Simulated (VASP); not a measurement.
# GaP in VASP: further runs, part 2 of 3

VASP 6.6.1.

### 3 Relaxation of the atoms, PBE (19.03 Å³/atom)

This run uses another cell than the first one, of 19.03 Å³/atom.

File INCAR:

```
PREC = Accurate ; ENCUT = 520
EDIFF = 1E-6 ; ISMEAR = -1
SIGMA = 0.02 ; LREAL = False
LASPH = True ; NELM = 100
ALGO = Normal ; ISIF = 2
LWAVE = False ; LCHARG = False
GGA = PE ; IBRION = 2
NSW = 80 ; EDIFFG = -0.02
```

File KPOINTS:

```
regular mesh
0
Gamma
  14 14 14
```

File POSCAR:

```
GaP
1.0
    0.0000000000      2.6696170428      2.6696170428
    2.6696170428      0.0000000000      2.6696170428
    2.6696170428      2.6696170428      0.0000000000
Ga P
1 1
Direct
    0.0000000000      0.0000000000      0.0000000000
    0.2500000000      0.2500000000      0.2500000000
```

Potentials or basis: VASP PAW PBE potentials, release 64 (Ga_d, P).

Run with:

```sh
cat potpaw_PBE.64/Ga_d/POTCAR potpaw_PBE.64/P/POTCAR > POTCAR
mpirun -np 1 vasp_std > vasp.out
```

OUTCAR:

```text
PREC = Accurate
   ENCUT = 520
   EDIFF = 1E-6
   ISMEAR = -1
   LREAL = False
   LASPH = True
   NELM = 100
   ISIF = 2
   GGA = PE
   IBRION = 2
   NSW = 80
   EDIFFG = -0.02

 ion  position               nearest neighbor table
   1  0.000  0.000  0.000-   2 2.31   2 2.31   2 2.31   2 2.31
   2  0.250  0.250  0.250-   1 2.31   1 2.31   1 2.31   1 2.31

  LATTYP: Found a face centered cubic cell.
 ALAT       =     5.3392340856

  Lattice vectors:

 A1 = (   0.0000000000,   2.6696170428,   2.6696170428)
 A2 = (   2.6696170428,   0.0000000000,   2.6696170428)
 A3 = (   2.6696170428,   2.6696170428,   0.0000000000)

Analysis of symmetry for initial positions (statically):
=====================================================================
 Subroutine PRICEL returns:
 Original cell was already a primitive cell.

 Routine SETGRP: Setting up the symmetry group for a
 face centered cubic supercell.

 Subroutine GETGRP returns: Found 24 space group operations
 (whereof 24 operations were pure point group operations)
 out of a pool of 48 trial point group operations.

The static configuration has the point symmetry T_d .

Analysis of symmetry for dynamics (positions and initial velocities):
=====================================================================
 Subroutine PRICEL returns:
 Original cell was already a primitive cell.

 Routine SETGRP: Setting up the symmetry group for a
 face centered cubic supercell.

 Subroutine GETGRP returns: Found 24 space group operations
 (whereof 24 operations were pure point group operations)
 out of a pool of 48 trial point group operations.

The dynamic configuration has the point symmetry T_d .

 Subroutine INISYM returns: Found 24 space group operations
 (whereof 24 operations are pure point group operations),
 and found     1 'primitive' translations

----------------------------------------------------------------------------------------

                                     Primitive cell

  volume of cell :      38.0519

  direct lattice vectors                    reciprocal lattice vectors
     0.000000000  2.669617043  2.669617043    -0.187292781  0.187292781  0.187292781
     2.669617043  0.000000000  2.669617043     0.187292781 -0.187292781  0.187292781
     2.669617043  2.669617043  0.000000000     0.187292781  0.187292781 -0.187292781

  length of vectors
     3.775408628  3.775408628  3.775408628     0.324400612  0.324400612  0.324400612

  position of ions in fractional coordinates (direct lattice)
     0.000000000  0.000000000  0.000000000
     0.250000000  0.250000000  0.250000000

  ion indices of the primitive-cell ions
   primitive index   ion index
                 1           1
                 2           2

----------------------------------------------------------------------------------------

 KPOINTS: regular mesh

Automatic generation of k-mesh.
 Grid dimensions read from file:
 generate k-points for:   14   14   14

 Generating k-lattice:

  Cartesian coordinates                     Fractional coordinates (reciprocal lattice)
[... 39 lines left out ...]
  0.214286  0.142857  0.000000     24.000000
  0.285714  0.142857  0.000000     24.000000
 [... further k-points ...]
   k-points           NKPTS =    104   k-points in BZ     NKDIM =    104   number of bands    NBANDS=     13
   number of dos      NEDOS =    301   number of ions     NIONS =      2
   total plane-waves  NPLWV =  21952
   dimension x,y,z NGX =    28 NGY =   28 NGZ =   28
   dimension x,y,z NGXF=    56 NGYF=   56 NGZF=   56
   ions per type =               1   1
   NGX,Y,Z   is equivalent  to a cutoff of  12.33, 12.33, 12.33 a.u.
   NGXF,Y,Z  is equivalent  to a cutoff of  24.66, 24.66, 24.66 a.u.
 SYSTEM =  unknown system
   PREC   = accura    normal or accurate (medium, high low for compatibility)
   ISTART =      0    job   : 0-new  1-cont  2-samecut
   ICHARG =      2    charge: 1-file 2-atom 10-const
   ISPIN  =      1    spin polarized calculation?
   LNONCOLLINEAR =      F non collinear calculations
   LSORBIT =      F    spin-orbit coupling
   LASPH  =      T    aspherical Exc in radial PAW
   ENCUT  =  520.0 eV  38.22 Ry    6.18 a.u.   7.02  7.02  7.02*2*pi/ulx,y,z
   NELM   =    100;   NELMIN=  2; NELMDL= -5     # of ELM steps
   EDIFF  = 0.1E-05   stopping-criterion for ELM
   LREAL  =      F    real-space projection
   EDIFFG = -.2E-01   stopping-criterion for IOM
   NSW    =     80    number of steps for IOM
   IBRION =      2    ionic relax: 0-MD 1-quasi-New 2-CG
   NFREE  =      1    steps in history (QN), initial steepest desc. (CG)
   ISIF   =      2    stress and relaxation
   ISYM   =      2    0-nonsym 1-usesym 2-fastsym
   POTIM  = 0.5000    time-step for ionic-motion
   TEBEG  =    0.0;   TEEND  =   0.0 temperature during run
   PSTRESS=    0.0 pullay stress
   NELECT =      18.0000    total number of electrons
   NUPDOWN=      -1.0000    fix difference up-down
   EMIN   =  10.00;   EMAX   =-10.00  energy-range for DOS
   EFERMI =   0.00;   METHOD = LEGACY
   ISMEAR =    -1;   SIGMA  =   0.02  broadening in eV -4-tet -1-fermi 0-gaus
   EFERMI_NEDOS =   21; number of points for ismear=-14 and -15
   IALGO  =     38    algorithm
   IMIX   =      4    mixing-type and parameters
     AMIX     =   0.40;   BMIX     =  1.00
     AMIX_MAG =   1.60;   BMIX_MAG =  1.00
  volume/ion in A,a.u.               =      19.03       128.39
  Fermi-wavevector in a.u.,A,eV,Ry     =   1.275577  2.410491 22.137997  1.627097
  Thomas-Fermi vector in A             =   2.408281
   LORBIT       =      0    0 simple, 1 ext, 2 COOP (PROOUT), +10 PAW based schemes
   GGA     = PE    functional components
   LHFCALC =     F    Hartree Fock is set to
   AEXX    =    0.0000 exact exchange contribution
   IVDW    =     0    specifies the selected vdW correction
   LEPSILON=     F    determine dielectric tensor
   LRPA    =     F    only Hartree local field effects (RPA)
 conjugate gradient relaxation of ions
 non-spin polarized calculation
  energy-cutoff  :      520.00
  volume of cell :       38.05
 maximum number of plane-waves:      1039
   NGX = 13   NGY = 13   NGZ = 13

 number of electron      17.9999984 magnetization

 Free energy of the ion-electron system (eV)
  ---------------------------------------------------
  ext. energy  EPLUGINS =         0.00000000
  ---------------------------------------------------
  free energy    TOTEN  =        -9.03645282 eV

  energy without entropy =       -9.03645282  energy(sigma->0) =       -9.03645282

 E-fermi :   5.7063     XC(G=0): -10.1185

 val. band max:        5.3048762853   @ k =   0.0000   0.0000   0.0000
 cond. band min:       6.7799939973   @ k =   0.4286   0.4286   0.0000
 fundamental gap:      1.4751177120
 Fermi energy:         5.7063319559

 k-point     1 :       0.0000    0.0000    0.0000
  band No.  band energies     occupation
      1      -9.3644      2.00000
      2      -9.3644      2.00000
      3      -9.3644      2.00000
      4      -9.2442      2.00000
      5      -9.2442      2.00000
      6      -7.6703      2.00000
      7       5.3049      2.00000
      8       5.3049      2.00000
      9       5.3049      2.00000
     10       7.6522      0.00000
     11       9.1720      0.00000
     12       9.1720      0.00000
     13       9.1720      0.00000
[... 354 lines left out ...]
  band No.  band energies     occupation
      1      -9.4364      2.00000
      2      -9.3381      2.00000
      3      -9.3349      2.00000
      4      -9.2557      2.00000
      5      -9.2346      2.00000
      6      -6.6630      2.00000
      7       1.4087      2.00000
      8       3.8144      2.00000
      9       3.8544      2.00000
     10       8.2525      0.00000
     11       9.5914      0.00000
     12      11.1020      0.00000
     13      11.2738      0.00000

 [... further k-points ...]

------------------------ aborting loop because EDIFF is reached ----------------------------------------

  FORCE on cell =-STRESS in cart. coord.  units (eV):
  Direction    XX          YY          ZZ          XY          YZ          ZX
  --------------------------------------------------------------------------------------
  -------------------------------------------------------------------------------------
  Total        2.0458192      2.0458192      2.0458192      0.0000000      0.0000000      0.0000000
  in kB       86.1392187     86.1392187     86.1392187      0.0000000      0.0000000      0.0000000
  external PRESSURE =      86.1392187 kB  Pullay stress =       0.0000000 kB

 VOLUME and BASIS-vectors are now :
 -----------------------------------------------------------------------------
  energy-cutoff  :      520.00
  volume of cell :       38.05
      direct lattice vectors                 reciprocal lattice vectors
     0.000000000  2.669617043  2.669617043    -0.187292781  0.187292781  0.187292781
     2.669617043  0.000000000  2.669617043     0.187292781 -0.187292781  0.187292781
     2.669617043  2.669617043  0.000000000     0.187292781  0.187292781 -0.187292781

 POSITION                                       TOTAL-FORCE (eV/Angst)
 -----------------------------------------------------------------------------------
      0.00000      0.00000      0.00000        -0.000000     -0.000000     -0.000000
      1.33481      1.33481      1.33481         0.000000      0.000000      0.000000
 -----------------------------------------------------------------------------------
    total drift:                                0.000002      0.000002      0.000002

  FREE ENERGIE OF THE ION-ELECTRON SYSTEM (eV)
  ---------------------------------------------------
  free  energy   TOTEN  =        -9.0364528154 eV

  energy  without entropy=       -9.0364528154  energy(sigma->0) =       -9.03645282

 reached required accuracy - stopping structural energy minimisation
```

OSZICAR:

```text
N       E                     dE             d eps       ncg     rms          rms(c)
DAV:   1     0.787008901171E+02    0.78701E+02   -0.94116E+03  2773   0.204E+03
DAV:   2    -0.326761816036E+01   -0.81969E+02   -0.78968E+02  2944   0.327E+02
DAV:   3    -0.921415481003E+01   -0.59465E+01   -0.59063E+01  3344   0.745E+01
DAV:   4    -0.932198501608E+01   -0.10783E+00   -0.10776E+00  3373   0.107E+01
DAV:   5    -0.932450250752E+01   -0.25175E-02   -0.25173E-02  3367   0.138E+00    0.456E+00
DAV:   6    -0.906772656445E+01    0.25678E+00   -0.47207E-01  4172   0.139E+01    0.303E+00
DAV:   7    -0.903583497003E+01    0.31892E-01   -0.13393E-01  3406   0.284E+00    0.119E+00
DAV:   8    -0.903599071270E+01   -0.15574E-03   -0.15858E-02  3214   0.194E+00    0.221E-01
DAV:   9    -0.903634074571E+01   -0.35003E-03   -0.16412E-03  3477   0.702E-01    0.827E-02
DAV:  10    -0.903638818743E+01   -0.47442E-04   -0.12423E-04  4108   0.134E-01    0.321E-02
DAV:  11    -0.903645307285E+01   -0.64885E-04   -0.88940E-05  2889   0.889E-02    0.569E-03
DAV:  12    -0.903645281536E+01    0.25748E-06   -0.33209E-06  3479   0.290E-02
   1 F= -.90364528E+01 E0= -.90364528E+01  d E =-.903645E+01
```

CONTCAR:

```text
GaP
   1.00000000000000
     0.0000000000000000    2.6696170428000001    2.6696170428000001
     2.6696170428000001    0.0000000000000000    2.6696170428000001
     2.6696170428000001    2.6696170428000001    0.0000000000000000
  Ga              P
     1     1
Direct
     0.0000000000000000    0.0000000000000000    0.0000000000000000
     0.2500000000000000    0.2500000000000000    0.2500000000000000

  0.00000000E+00  0.00000000E+00  0.00000000E+00
  0.00000000E+00  0.00000000E+00  0.00000000E+00
```

Wall time 67 s (1 thread of Intel Xeon 8259CL, shared host); peak memory 0.19 GiB.

What came out:

```
Free energy             : -9.0365 eV
Pressure after relaxing : 8.6 GPa
Band gap on the k mesh  : 1.48 eV (least direct gap 2.35 eV)
```

Final structure:
```cif
data_structure
_symmetry_space_group_name_H-M 'P 1'
_symmetry_Int_Tables_number 1
_cell_length_a 3.7754
_cell_length_b 3.7754
_cell_length_c 3.7754
_cell_angle_alpha 60.000
_cell_angle_beta 60.000
_cell_angle_gamma 60.000
_cell_volume 38.05
loop_
_atom_site_label
_atom_site_type_symbol
_atom_site_fract_x
_atom_site_fract_y
_atom_site_fract_z
_atom_site_occupancy
Ga1 Ga 0.00000 0.00000 0.00000 1
P1 P 0.25000 0.25000 0.25000 1
```

Caveat: the relaxation stopped at its first step, so nothing moved. A k mesh can miss the band edges.

(Part 2 of 3 ends here.)
